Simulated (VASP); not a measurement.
Write the native input for VASP 6.6.1 that does the following.

| Quantity | Value |
| --- | --- |
| Task | single point |
| Functional | PBE |
| Potentials or basis | VASP PAW PBE potentials, release 64 (Ge_d) |
| Cutoff | 520 eV |
| k mesh | 11 × 11 × 11 |
| Occupations | fermi-dirac, width 0.08 eV |
| Spin | no spin polarisation |
| Dipole correction | no |
| k mesh for the DOS | 17 × 17 × 17 |
| Occupations for the DOS | tetrahedron |
| Further INCAR settings | ALGO = Normal; EDIFF = 1e-07; NBANDS = 21 |

Ge:

```
Ge
1.0
     0.00000    2.88115    2.88115
     2.88115    0.00000    2.88115
     2.88115    2.88115    0.00000
Ge
2
Cartesian
  -0.7203 -0.7203 -0.7203
  0.7203 0.7203 0.7203
```

The input as run:

POSCAR

```
Ge
1.0
    0.0000000000      2.8811472615      2.8811472615
    2.8811472615      0.0000000000      2.8811472615
    2.8811472615      2.8811472615      0.0000000000
Ge
2
Direct
   -0.1250000000     -0.1250000000     -0.1250000000
    0.1250000000      0.1250000000      0.1250000000
```

INCAR.step1

```
SYSTEM = Ge
PREC = Accurate
ENCUT = 520
EDIFF = 1E-7
ISMEAR = -1
SIGMA = 0.08
LREAL = .False.
LASPH = .True.
NELM = 80
ALGO = Normal
ISIF = 2
LWAVE = .False.
LCHARG = .True.
GGA = PE
NBANDS = 21
```

KPOINTS.step1

```
Automatic mesh
0
Gamma
  11 11 11
  0 0 0
```

INCAR.step2

```
SYSTEM = Ge
PREC = Accurate
ENCUT = 520
EDIFF = 1E-7
ISMEAR = -5
SIGMA = 0.08
LREAL = .False.
LASPH = .True.
NELM = 80
ALGO = Normal
ISIF = 2
LWAVE = .False.
LCHARG = .False.
GGA = PE
LORBIT = 11
NBANDS = 21
NEDOS = 1001
ICHARG = 11
```

KPOINTS.step2

```
Automatic mesh
0
Gamma
  17 17 17
  0 0 0
```

Potentials or basis: VASP PAW PBE potentials, release 64 (Ge_d).

Run with:

```console
$ cat potpaw_PBE.64/Ge_d/POTCAR > POTCAR
$ cp INCAR.step1 INCAR
$ cp KPOINTS.step1 KPOINTS
$ mpirun -np 1 vasp_std > vasp.out
$ cp INCAR.step2 INCAR
$ cp KPOINTS.step2 KPOINTS
$ mpirun -np 1 vasp_std > vasp.out
```

It gave:

```
Valence electrons inside the program's atomic spheres : Ge 12.36
```

It took 3.3 min on 1 thread of Intel Xeon 8259CL, on a shared host, peak memory 0.25 GiB.
